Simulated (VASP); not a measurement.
Input of a VASP 6.6.1 run:

Contents of INCAR:

```
ALGO = Normal ; EDIFF = 1E-6
EDIFFG = -0.01 ; ENCUT = 600
GGA = CA ; IBRION = 2
ISIF = 3 ; ISMEAR = -1
LASPH = True ; LCHARG = False
LREAL = False ; LWAVE = False
NELM = 80 ; NSW = 80
PREC = Accurate ; SIGMA = 0.1
```

File KPOINTS:

```
k-points
0
Gamma
  9 9 13
```

File POSCAR:

```
Cu
1.0
    4.0562702462      0.0000000000      0.0000000000
   -2.0281351231      3.5128330778      0.0000000000
    0.0000000000      0.0000000000      2.4864936609
Cu
3
Direct
    0.0000000000      0.0000000000      0.0000000000
    0.3333333333      0.6666666667      0.5000000000
    0.6666666667      0.3333333333      0.5000000000
```

Potentials or basis: VASP PAW LDA potentials, release 64 (Cu).

Command:

```sh
$ cat potpaw_LDA.64/Cu/POTCAR > POTCAR
$ mpirun -np 1 vasp_std > vasp.out
```

**Question.** Predict the relaxed cell.

**Answer.** a = 4.005 Å, b = 4.005 Å, c = 2.404 Å, α = 90.00°, β = 90.00°, γ = 120.00°.

**Question.** Estimate the relaxed volume.

**Answer.** 11.13 Å³/atom.

**Question.** Predict the space group after relaxing (to 0.05 Å).

**Answer.** P6/mmm (No. 191).

Stress tensor (GPa, compression positive):
```
 0.01  0.00  0.00
 0.00  0.01  0.00
 0.00  0.00 -0.11
```
